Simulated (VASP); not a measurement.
A run of VASP 6.6.1 is set up as follows.

File INCAR:

```
PREC = Accurate
ENCUT = 500
EDIFF = 1E-6
ISMEAR = 0
SIGMA = 0.02
LREAL = False
LASPH = True
NELM = 120
ALGO = Normal
ISIF = 2
LWAVE = False
LCHARG = True
GGA = PS
LELF = True
LVHAR = True
NBANDS = 35
GGA_COMPAT = False
```

KPOINTS

```
Automatic mesh
0
Gamma
  15 15 4
```

POSCAR

```
MoS2
1.0
    3.1414773708      0.0000000028      0.0000000000
   -1.5707386878      2.7205992071      0.0000000000
    0.0000000000      0.0000000000     12.5914589153
Mo S
2 4
Direct
    0.6666666667      0.3333333333      0.2500000000
    0.3333333333      0.6666666667      0.7500000000
    0.6666666667      0.3333333333      0.6261794789
    0.3333333333      0.6666666667      0.3738205211
    0.6666666667      0.3333333333      0.8738205211
    0.3333333333      0.6666666667      0.1261794789
```

Potentials or basis: VASP PAW PBE potentials, release 64 (Mo_sv, S).

Run with:

```sh
$ cat potpaw_PBE.64/Mo_sv/POTCAR potpaw_PBE.64/S/POTCAR > POTCAR
$ mpirun -np 1 vasp_std > vasp.out
```

**Question.** Predict the band gap on the k mesh.

**Answer.** 1.03 eV (least direct gap 1.75 eV).

**Question.** Predict the pressure.

**Answer.** 0.0 GPa.

Caveat: the PAW data sets were made with another functional, which shifts forces and pressure a little; this functional lacks dispersion, which binds layers or chains, so the pressure and a relaxed spacing across them are unreliable. A k mesh can miss the band edges.
